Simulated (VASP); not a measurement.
Here is a VASP 6.6.1 calculation.

File INCAR:

```
SYSTEM = PrScO
PREC = Accurate
ENCUT = 600
EDIFF = 1E-6
ISMEAR = 0
SIGMA = 0.1
LREAL = .False.
LASPH = .True.
NELM = 200
ALGO = Normal
ISIF = 2
LWAVE = .False.
LCHARG = .False.
GGA = PE
NBANDS = 21
GGA_COMPAT = .False.
LMAXMIX = 6
```

File KPOINTS:

```
regular mesh
0
Gamma
  10 10 8
  0 0 0
```

POSCAR

```
PrScO
1.0
    3.7186680993      0.0000000000      0.0000000000
    0.0000000000      3.7186680993      0.0000000000
    0.0000000000      0.0000000000      4.2221591349
Pr Sc O
1 1 1
Direct
    0.5000000000      0.5000000000      0.5000000000
    0.0000000000      0.0000000000      0.0000000000
    0.0000000000      0.0000000000      0.5000000000
```

Potentials or basis: VASP PAW PBE potentials, release 64 (Pr_3, Sc_sv, O), 4f in core.

The run is started by

```sh
$ cat potpaw_PBE.64/Pr_3/POTCAR potpaw_PBE.64/Sc_sv/POTCAR potpaw_PBE.64/O/POTCAR > POTCAR
$ mpirun -np 1 vasp_std > vasp.out
```

Predict the pressure.

0.3 GPa.

What does it give for the band gap on the k mesh?

Zero (bands 14 and 15 overlap by 1.38 eV).

Stress tensor (GPa, compression positive):
```
-0.02  0.00  0.00
 0.00 -0.02  0.00
 0.00  0.00  0.87
```

Caveat: spin-orbit coupling is left out, which moves the levels of the heavy elements; the 4f electrons are frozen in the core, so they carry no moment and show no levels; the run has no spin polarisation, though such a crystal can be magnetic. With open d or f shells a metallic result of PBE can be an artefact of self-interaction; +U or a hybrid may open a gap.
